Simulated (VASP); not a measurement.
# F: single point with PBEsol

The system is F.

```
CELL_PARAMETERS angstrom
3.10048 -1.78195 -0.23914
3.10048 1.78195 -0.23914
-2.33133 0.00000 7.13624
ATOMIC_POSITIONS crystal
F 0.08485 0.08485 0.09400
F 0.91515 0.91515 0.90600
F 0.50157 0.50157 0.59372
F 0.49843 0.49843 0.40628
```

- Program: VASP 6.6.1
- Task: single point
- Functional: PBEsol
- Potentials or basis: VASP PAW PBE potentials, release 64 (F)
- Cutoff: 520 eV
- k mesh: 4 × 4 × 2
- Occupations: gaussian, width 0.05 eV
- Spin: no spin polarisation
- Dipole correction: no
- Further INCAR settings: ALGO = Normal; EDIFF = 1e-06; NBANDS = 22

```yaml
Pressure: 0.3 GPa
Largest_force: 0.433 eV/Å
Band_gap_on_the_k_mesh: 3.01 eV (least direct gap 3.10 eV)
```

Forces on the atoms (eV/Å):
```
F    0.191  0.000  0.389
F   -0.191  0.000 -0.389
F   -0.126  0.000  0.410
F    0.126  0.000 -0.410
```

Stress tensor (GPa, compression positive):
```
-0.16  0.00  0.14
 0.00 -0.52  0.00
 0.14  0.00  1.69
```

Levels at points of the mesh, in eV from the valence-band top:
```csv
k point,band 10,band 11,band 12,band 13,band 14,band 15,band 16,band 17,band 18,band 19
"(0.00, 0.00, 0.00)",-3.50,-0.33,-0.17,-0.11,-0.09,3.01,3.77,8.61,11.06,12.02
"(0.50, 0.00, 0.00)",-3.59,-0.36,-0.29,-0.29,-0.17,3.42,3.51,12.48,12.63,14.15
"(0.50, 0.50, 0.00)",-3.56,-0.33,-0.28,-0.19,0.00,3.37,3.50,12.79,13.00,13.17
"(0.00, 0.00, 0.50)",-3.50,-0.29,-0.17,-0.17,-0.09,3.33,3.41,9.45,9.47,14.66
"(0.50, 0.00, 0.50)",-3.55,-0.47,-0.33,-0.20,-0.07,3.25,3.65,12.39,13.23,13.46
"(0.50, 0.50, 0.50)",-3.61,-0.36,-0.25,-0.18,-0.10,3.41,3.50,12.42,12.55,14.59
```

Wall time 34 s on 1 thread of Intel(R) Xeon(R) Platinum 8488C (Sapphire Rapids), on a shared host, peak memory 0.15 GiB.

Caveat: the k points lie up to 0.52 Å⁻¹ apart; this functional lacks dispersion, which holds the molecules together, so the pressure and a relaxed volume are unreliable; the PAW data sets were made with another functional, which shifts forces and pressure a little. A k mesh can miss the band edges.
